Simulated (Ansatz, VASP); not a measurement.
## One calculation of BeSe, two programs

Contents of INCAR:

```
SYSTEM = BeSe
PREC = Accurate
ENCUT = 600
EDIFF = 1E-7
ISMEAR = 0
SIGMA = 0.02
LREAL = .FALSE.
LASPH = .TRUE.
NELM = 120
ALGO = Normal
ISIF = 3
LWAVE = .FALSE.
LCHARG = .FALSE.
GGA = PS
IBRION = 2
NSW = 100
EDIFFG = -0.002
GGA_COMPAT = .FALSE.
NELMIN = 4
```

KPOINTS

```
regular mesh
0
G
  8 8 8
  0 0 0
```

POSCAR

```
BeSe
1.0
    0.0000000000      2.5839687400      2.5839687400
    2.5839687400      0.0000000000      2.5839687400
    2.5839687400      2.5839687400      0.0000000000
Be Se
1 1
Direct
    0.0000000000      0.0000000000      0.0000000000
    0.2500000000      0.2500000000      0.2500000000
```

Input for Ansatz:

```yaml
crystal:
  lattice:
    - [0.0, 2.58396874, 2.58396874]
    - [2.58396874, 0.0, 2.58396874]
    - [2.58396874, 2.58396874, 0.0]
  atoms:
    - { symbol: Be, position: [0.0, 0.0, 0.0] }
    - { symbol: Se, position: [0.25, 0.25, 0.25] }
basis:
  ecutwfc: 420
kpoints:
  mp_grid: { grid: [8, 8, 8] }
hamiltonian:
  xc: pbesol
  pseudopotentials: { kind: paw }
scf:
  occupations: { method: gaussian, width: 0.02 }
output:
  forces: true
  stress: true
  eigenvalues: true
  write_density: true
  write_potential: true
  elf: true
  volumetric_format: npy
relax:
  adjacent_minimum: "off"
  f_tol: 0.002
  max_steps: 80
  cell: { stress_tol: 0.02 }
```

Alike in both runs: task relaxation of cell and atoms; functional PBEsol; k mesh 8 × 8 × 8; occupations gaussian, width 0.02 eV; no spin polarisation.

|  | VASP | Ansatz |
| --- | --- | --- |
| version | VASP 6.6.1 | Ansatz 0.2.0 |
| potentials or method | VASP PAW PBE potentials, release 64 (Be, Se), cutoff 600 eV | scalar-relativistic, plane waves, PAW |
| valence electrons in the cell | 8 | 18 |

```tsv
	VASP	Ansatz	Ansatz less VASP
gap on the k mesh at the Fermi level, each at its own relaxed structure (eV)	2.46	2.47	+0.006
relaxed volume (Å³/atom)	16.93	16.86	-0.064
relaxed cell length with the largest relative difference (Å)	3.631	3.627	-0.0046
```

VASP's potentials were made for PBE, not for PBEsol. VASP's potentials hold 8 valence electrons a cell and Ansatz's 18, so a difference there can come from the potentials and not from the codes.
